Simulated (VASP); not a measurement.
N, 8 atoms in the cell. The typed cell holds 8 atoms: a = 5.472 Å, b = 5.472 Å, c = 5.472 Å, α = 90.00°, β = 90.00°, γ = 90.00°. 

* Program: VASP 6.6.1
* Task: single point
* Functional: PBE
* Potentials or basis: VASP PAW PBE potentials, release 64 (N)
* Cutoff: 520 eV
* k mesh: 6 × 6 × 6
* Occupations: fermi-dirac, width 0.02 eV
* Spin: no spin polarisation
* Dipole correction: no
* Further INCAR settings: ALGO = Normal; EDIFF = 1e-06; NBANDS = 30

Potentials or basis: VASP PAW PBE potentials, release 64 (N).

Command:

```sh
$ cat potpaw_PBE.64/N/POTCAR > POTCAR
$ mpirun -np 1 vasp_std > vasp.out
```

Hardware: 1 thread of Oxide Virtual Turin-like Processor, with other jobs on the host.

Question: How long does it take, and how much memory?

Answer: It took 110 s on 1 thread of Oxide Virtual Turin-like Processor (shared host), peak memory 0.24 GiB. Counts: scf iterations 12, k points 24.
